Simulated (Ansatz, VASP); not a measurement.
**FePt in VASP and in Ansatz**

File INCAR:

```
  PREC = Accurate
  ENCUT = 520
  EDIFF = 1E-8
  ISMEAR = -1
  SIGMA = 0.05
  LREAL = False
  LASPH = True
  NELM = 150
  ALGO = Normal
  ISIF = 2
  LWAVE = False
  LCHARG = False
  ISPIN = 2
  MAGMOM = 3 0
  LORBIT = 11
  LMAXMIX = 4
  GGA = PE
  LEFG = True
  NBANDS = 20
```

The input KPOINTS:

```
Automatic mesh
0
Gamma
  12 12 9
```

File POSCAR:

```
FePt
1.0
    2.7750333174      0.0000000000      0.0000000000
    0.0000000000      2.7750333174      0.0000000000
    0.0000000000      0.0000000000      3.7725674430
Fe Pt
1 1
Direct
    0.5000000000      0.5000000000      0.5000000000
    0.0000000000      0.0000000000      0.0000000000
```

Input for Ansatz:

```yaml
crystal:
  lattice:
    - [2.7750333174, 0.0, 0.0]
    - [0.0, 2.7750333174, 0.0]
    - [0.0, 0.0, 3.772567443]
  atoms:
    - { symbol: Fe, position: [0.5, 0.5, 0.5], spin: 3.0 }
    - { symbol: Pt, position: [0.0, 0.0, 0.0] }
magnetization:
  spin_polarized: true
kpoints:
  mp_grid: { grid: [12, 12, 9] }
scf:
  occupations: { method: fermi_dirac, width: 0.05 }
hamiltonian:
  xc: pbe
  pseudopotentials: { kind: paw }
output:
  forces: true
  stress: true
  eigenvalues: true
  efg: { contact_densities: true }
  write_density: true
  write_potential: true
  elf: true
  volumetric_format: npy
```

Change from the starting cell: volume scaled by 1.06, PAW files.

Alike in both runs: task electric field gradients; functional PBE; k mesh 12 × 12 × 9; occupations fermi-dirac, width 0.05 eV; collinear spin.

|  | VASP | Ansatz |
| --- | --- | --- |
| version | VASP 6.6.1 | Ansatz 0.2.0 |
| potentials or method | VASP PAW PBE potentials, release 64 (Fe, Pt) | PAW with Ansatz's default frozen-core files, scalar-relativistic |
| plane-wave cutoff (eV) | 520 | 420 |
| valence electrons in the cell | 18 | 34 |

|  | VASP | Ansatz | Ansatz less VASP |
| --- | --- | --- | --- |
| pressure (GPa) | -6.8 | -6.4 | +0.37 |
| traceless stress, the component that is largest in VASP (GPa) | 0.90 | 0.88 | -0.027 |
| net moment per atom (μB) | 1.69 | 1.69 | +0.005 |
| size of the moment on the site where the two differ most (μB) | 0.34 | 0.40 | +0.053 |
| size of Vzz on the site where it differs most (V/Å²) | 66.6 | 40.4 | -26.28 |

Site moments also hang on the region over which each program counts them. VASP's potentials hold 18 valence electrons a cell and Ansatz's 34, so a difference there can come from the potentials and not from the codes.

Neither program's run includes spin-orbit coupling.
